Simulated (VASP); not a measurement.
# Fe: single point with revPBE

Crystal: Fe.

```
Fe
1.0
     2.81999    0.00000    0.00000
     0.00000    2.81999    0.00000
     0.00000    0.00000    2.81999
Fe
2
Direct
  0.00000 0.00000 0.00000
  0.50000 0.50000 0.50000
```

```yaml
Program: VASP 6.6.1
Task: single point
Functional: revPBE
Potentials_or_basis: VASP PAW PBE potentials, release 64 (Fe)
Cutoff: 520 eV
k_mesh: 11 × 11 × 11
Occupations: fermi-dirac, width 0.05 eV
Spin: collinear spin, antiferromagnetic start
Starting_moments: "[2.5, -2.5] μB"
```

| Item | Value |
| --- | --- |
| Pressure | -0.1 GPa |
| Band gap on the k mesh | zero (filled and empty bands overlap) |
| Net moment | 0.00 μB per cell |
| Site moments | Fe +1.47, -1.47 μB |
| Valence electrons inside the program's atomic spheres | Fe 7.29 |

Levels at points of the mesh, in eV from the Fermi level:
Spin up:
```
           k point  band 4  band 5  band 6  band 7  band 8  band 9  band 10  band 11  band 12  band 13
(0.00, 0.00, 0.00)   -1.82   -1.82   -1.82    0.09    0.09    1.01     1.01     1.01     9.94     9.94
```
Spin down:
| k point | band 5 | band 6 | band 7 | band 8 | band 9 | band 10 | band 11 | band 12 |
| --- | --- | --- | --- | --- | --- | --- | --- | --- |
| (0.00, 0.00, 0.00) | -1.82 | -1.82 | 0.09 | 0.09 | 1.01 | 1.01 | 1.01 | 9.94 |

Run time: 18 s on 1 thread of Intel(R) Xeon(R) 6975P-C (Granite Rapids), on a shared host, peak memory 0.16 GiB.

Caveat: the PAW data sets were made with another functional, which shifts forces and pressure a little.
